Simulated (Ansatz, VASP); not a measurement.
## MoS2: VASP beside Ansatz

```
CELL_PARAMETERS angstrom
3.20593 0.00000 0.00000
-1.60297 2.77642 0.00000
0.00000 0.00000 19.23228
ATOMIC_POSITIONS crystal
Mo 0.00000 0.00000 0.00023
Mo 0.66667 0.33333 0.33356
Mo 0.33333 0.66667 0.66689
S 0.33333 0.66667 0.25360
S 0.66667 0.33333 0.08017
S 0.00000 0.00000 0.58693
S 0.33333 0.66667 0.41351
S 0.66667 0.33333 0.92027
S 0.00000 0.00000 0.74684
```

Change from the starting cell: equal strain along all axes, cell held, atoms relaxed: +2.0 %.

Alike in both runs: functional PBEsol; k mesh 12 × 12 × 2; occupations gaussian, width 0.02 eV; no spin polarisation.

Ansatz relaxed the structure, and its values are those at the end. VASP's run is a single point on that final structure, the one shown.

```csv
,VASP,Ansatz
version,VASP 6.6.1,Ansatz 0.2.0
potentials or method,"VASP PAW PBE potentials, release 64 (Mo_sv, S), cutoff 520 eV","scalar-relativistic, plane waves, PAW"
valence electrons in the cell,78,78
```

Ansatz gave:

- gap on the k mesh at the Fermi level (eV): 0.84
- least direct gap on the mesh (eV): 1.57
- pressure (GPa): -3.6

Problem. Estimate VASP's values.

Solution. gap on the k mesh at the Fermi level (eV): 0.86; least direct gap on the mesh (eV): 1.58; pressure (GPa): -3.6.

VASP's potentials were made for PBE, not for PBEsol. Ansatz's warnings: stress scf threshold loose.
